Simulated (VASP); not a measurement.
KCl (Sylvite):

```
CELL_PARAMETERS angstrom
0.00000 3.18918 3.18918
3.18918 0.00000 3.18918
3.18918 3.18918 0.00000
ATOMIC_POSITIONS crystal
K 0.00000 0.00000 0.00000
Cl 0.50000 0.50000 0.50000
```

| Property | Result |
| --- | --- |
| Program | VASP 6.6.1 |
| Task | relaxation of cell and atoms |
| Functional | PBEsol |
| Potentials or basis | VASP PAW PBE potentials, release 64 (K_sv, Cl) |
| Cutoff | 600 eV |
| k mesh | 6 × 6 × 6 |
| Occupations | gaussian, width 0.02 eV |
| Spin | no spin polarisation |

At the start: pressure -0.9 GPa; volume 32.44 Å³/atom.

Q: How do energy, volume and symmetry change on relaxing?

A: Over 4 steps the energy falls by 5.9 meV/atom and the volume is 30.56 Å³/atom (-5.8 %); space group Fm-3m (No. 225, to 0.05 Å).

Step by step:
```tsv
step	energy change (eV)	largest force (eV/Å)	pressure (GPa)	volume (Å³)
1	0.0000	0.0000	-0.94	64.87
2	-0.0083	0.0000	-0.54	63.10
3	-0.0117	0.0000	-0.07	61.38
4	-0.0118	0.0000	0.01	61.12
```

Final structure:
```
CELL_PARAMETERS angstrom
0.00000 3.12647 3.12647
3.12647 0.00000 3.12647
3.12647 3.12647 0.00000
ATOMIC_POSITIONS crystal
K 0.00000 0.00000 0.00000
Cl 0.50000 0.50000 0.50000
```

Caveat: the PAW data sets were made with another functional, which shifts forces and pressure a little.
